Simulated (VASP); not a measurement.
# KCl (P6_3/mmc) in VASP: single point with HSE06

Aim: the single point of KCl with HSE06.

Everything below comes from runs of VASP 6.6.1. Logs are shortened: lines on timing, memory, paths and dates and some standing lists are left out, and cuts for length are marked.

**1. The cell of the first run**

Symmetry: P6_3/mmc, No. 194, hexagonal system. Conventional cell: a = 4.340 Å, b = 4.340 Å, c = 7.636 Å, α = 90.00°, β = 90.00°, γ = 120.00°. Within 4.1 Å of K (site symmetry -3m) lie 6 Cl at 3.15 Å and 2 K at 3.82 Å. Cl (site symmetry -6m2) has 6 K at 3.15 Å within 4.1 Å.

**2. Single point, HSE06**

Input file POSCAR:

```
KCl
1.0
    4.3400788661      0.0000000000      0.0000000000
   -2.1700394331      3.7586185525      0.0000000000
    0.0000000000      0.0000000000      7.6359739997
K Cl
2 2
Direct
    0.0000000000      0.0000000000      0.0000000000
    0.0000000000      0.0000000000      0.5000000000
    0.3333333333      0.6666666667      0.2500000000
    0.6666666667      0.3333333333      0.7500000000
```

Input file INCAR.step1:

```
PREC = Accurate
ENCUT = 520
EDIFF = 1E-5
ISMEAR = 0
SIGMA = 0.01
LREAL = False
LASPH = True
NELM = 80
ALGO = Normal
ISIF = 2
LWAVE = True
LCHARG = False
NBANDS = 24
GGA = PE
KPAR = 2
```

Input file INCAR.step2:

```
PREC = Accurate
ENCUT = 520
EDIFF = 1E-6
ISMEAR = 0
SIGMA = 0.01
LREAL = False
LASPH = True
NELM = 80
ALGO = Normal
ISIF = 2
LWAVE = False
LCHARG = False
GGA = PE
LHFCALC = True
HFSCREEN = 0.2079
PRECFOCK = Normal
NBANDS = 24
ISTART = 1
KPAR = 2
```

Input file KPOINTS:

```
regular mesh
0
Gamma
  6 6 2
```

Potentials or basis: VASP PAW PBE potentials, release 64 (K_sv, Cl).

Launch:

```bash
cat potpaw_PBE.64/K_sv/POTCAR potpaw_PBE.64/Cl/POTCAR > POTCAR
cp INCAR.step1 INCAR
mpirun -np 2 vasp_std > vasp.out
cp INCAR.step2 INCAR
mpirun -np 2 vasp_std > vasp.out
```

OUTCAR:

```text
PREC = Accurate
   ENCUT = 520
   EDIFF = 1E-6
   ISMEAR = 0
   LREAL = False
   LASPH = True
   NELM = 80
   ISIF = 2
   GGA = PE
   LHFCALC = True
   HFSCREEN = 0.2079
   PRECFOCK = Normal
   ISTART = 1

 ion  position               nearest neighbor table
   1  0.000  0.000  0.000-   3 3.15   4 3.15   4 3.15   3 3.15   4 3.15   3 3.15
   2  0.000  0.000  0.500-   3 3.15   4 3.15   4 3.15   3 3.15   4 3.15   3 3.15
   3  0.333  0.667  0.250-   1 3.15   2 3.15   1 3.15   2 3.15   1 3.15   2 3.15
   4  0.667  0.333  0.750-   1 3.15   2 3.15   1 3.15   2 3.15   1 3.15   2 3.15

  LATTYP: Found a hexagonal cell.
 ALAT       =     4.3400788661
 C/A-ratio  =     1.7594090419

  Lattice vectors:

 A1 = (   4.3400788661,   0.0000000000,   0.0000000000)
 A2 = (  -2.1700394331,   3.7586185525,   0.0000000000)
 A3 = (   0.0000000000,   0.0000000000,   7.6359739997)

Analysis of symmetry for initial positions (statically):
=====================================================================
 Subroutine PRICEL returns:
 Original cell was already a primitive cell.

 Routine SETGRP: Setting up the symmetry group for a
 hexagonal supercell.

 Subroutine GETGRP returns: Found 24 space group operations
 (whereof 12 operations were pure point group operations)
 out of a pool of 24 trial point group operations.

The static configuration has the point symmetry D_3d.
 The point group associated with its full space group is D_6h.

Analysis of symmetry for dynamics (positions and initial velocities):
=====================================================================
 Subroutine PRICEL returns:
 Original cell was already a primitive cell.

 Routine SETGRP: Setting up the symmetry group for a
 hexagonal supercell.

 Subroutine GETGRP returns: Found 24 space group operations
 (whereof 12 operations were pure point group operations)
 out of a pool of 24 trial point group operations.

The dynamic configuration has the point symmetry D_3d.
 The point group associated with its full space group is D_6h.

 Subroutine INISYM returns: Found 24 space group operations
 (whereof 12 operations are pure point group operations),
 and found     1 'primitive' translations

----------------------------------------------------------------------------------------
[... 90 lines left out ...]
   IBRION =     -1    ionic relax: 0-MD 1-quasi-New 2-CG
   NFREE  =      0    steps in history (QN), initial steepest desc. (CG)
   ISIF   =      2    stress and relaxation
   ISYM   =      3    0-nonsym 1-usesym 2-fastsym
   POTIM  = 0.5000    time-step for ionic-motion
   TEBEG  =    0.0;   TEEND  =   0.0 temperature during run
   PSTRESS=    0.0 pullay stress
   NELECT =      32.0000    total number of electrons
   NUPDOWN=      -1.0000    fix difference up-down
   EMIN   =  10.00;   EMAX   =-10.00  energy-range for DOS
   EFERMI =   0.00;   METHOD = LEGACY
   ISMEAR =     0;   SIGMA  =   0.01  broadening in eV -4-tet -1-fermi 0-gaus
   EFERMI_NEDOS =   21; number of points for ismear=-14 and -15
   IALGO  =     38    algorithm
   IMIX   =      1    mixing-type and parameters
     AMIX     =   0.40;   BMIX     =  1.00
     AMIX_MAG =   1.60;   BMIX_MAG =  1.00
  volume/ion in A,a.u.               =      31.14       210.15
  Fermi-wavevector in a.u.,A,eV,Ry     =   1.040706  1.966649 14.736048  1.083069
  Thomas-Fermi vector in A             =   2.175294
   LORBIT       =      0    0 simple, 1 ext, 2 COOP (PROOUT), +10 PAW based schemes
   GGA     = PE    functional components
   LHFCALC =     T    Hartree Fock is set to
   PRECFOCK=normal    Normal, Fast or Accurate (Low or Medium for compatibility)
   ENCUT4O =  -1.0   cutoff for four orbital integrals eV
   NKREDX  =     1    reduce k-point grid by
   NKREDY  =     1    reduce k-point grid by
   NKREDZ  =     1    reduce k-point grid by
   AEXX    =    0.2500 exact exchange contribution
   HFSCREEN=    0.2079 screening length (either q_TF or 0.3 A-1)
   HFSCREENC=   0.2079 screening length for correlation (either q_TF or 0.3 A-1)
   ENCUTFOCK=  -1.0 apply spherical cutoff to Coloumb kernel
   IVDW    =     0    specifies the selected vdW correction
   LEPSILON=     F    determine dielectric tensor
   LRPA    =     F    only Hartree local field effects (RPA)
 non-spin polarized calculation
 Gauss-broadening in eV      SIGMA  =   0.01
  energy-cutoff  :      520.00
  volume of cell :      124.56
 maximum number of plane-waves:      3370
  NGX = 28; NGY = 28; NGZ = 48

 number of electron      31.9999999 magnetization

 Free energy of the ion-electron system (eV)
  ---------------------------------------------------
  ext. energy  EPLUGINS =         0.00000000
  ---------------------------------------------------
  free energy    TOTEN  =       -15.61443181 eV

  energy without entropy =      -15.61443181  energy(sigma->0) =      -15.61443181

 E-fermi :  -2.6134     XC(G=0):  -6.3076

 val. band max:       -2.7551462683   @ k =   0.0000   0.0000   0.0000
 cond. band min:       3.6771964572   @ k =   0.0000   0.0000   0.0000
 fundamental gap:      6.4323427255
 Fermi energy:        -2.6134153830

 k-point     1 :       0.0000    0.0000    0.0000
  band No.  band energies     occupation
      1     -32.1931      2.00000
      2     -32.1711      2.00000
      3     -16.2960      2.00000
      4     -16.0766      2.00000
      5     -14.3010      2.00000
      6     -14.3010      2.00000
[... 367 lines left out ...]
     23       8.8998      0.00000
     24       8.8999      0.00000

------------------------ aborting loop because EDIFF is reached ----------------------------------------

  FORCE on cell =-STRESS in cart. coord.  units (eV):
  Direction    XX          YY          ZZ          XY          YZ          ZX
  --------------------------------------------------------------------------------------
  -------------------------------------------------------------------------------------
  Total        0.3997917      0.3997917      0.4087030     -0.0000000     -0.0000000     -0.0000000
  in kB        5.1422605      5.1422605      5.2568801     -0.0000000     -0.0000000     -0.0000000
  external PRESSURE =       5.1804671 kB  Pullay stress =       0.0000000 kB

 VOLUME and BASIS-vectors are now :
 -----------------------------------------------------------------------------
  energy-cutoff  :      520.00
  volume of cell :      124.56
      direct lattice vectors                 reciprocal lattice vectors
     4.340078866  0.000000000  0.000000000     0.230410560  0.133027599  0.000000000
    -2.170039433  3.758618553  0.000000000     0.000000000  0.266055197  0.000000000
     0.000000000  0.000000000  7.635974000     0.000000000  0.000000000  0.130959063

 POSITION                                       TOTAL-FORCE (eV/Angst)
 -----------------------------------------------------------------------------------
      0.00000      0.00000      0.00000        -0.000000      0.000000     -0.000000
      0.00000      0.00000      3.81799        -0.000000      0.000000     -0.000000
     -0.00000      2.50575      1.90899        -0.000000      0.000000     -0.000000
      2.17004      1.25287      5.72698         0.000000     -0.000000      0.000000
 -----------------------------------------------------------------------------------
    total drift:                               -0.000000     -0.000000     -0.000000

  FREE ENERGIE OF THE ION-ELECTRON SYSTEM (eV)
  ---------------------------------------------------
  free  energy   TOTEN  =       -15.6144318111 eV

  energy  without entropy=      -15.6144318111  energy(sigma->0) =      -15.61443181
```

Run time: 44 min. Hardware: 2 MPI ranks of AMD EPYC 7R13 (Zen 3), shared host; peak memory 0.38 GiB.

What came out:

| Property | Result |
| --- | --- |
| Free energy | -15.6144 eV |
| Pressure | 0.5 GPa |
| Band gap on the k mesh | 6.43 eV |

Caveat: the PAW data sets were made with another functional, which shifts forces and pressure a little.
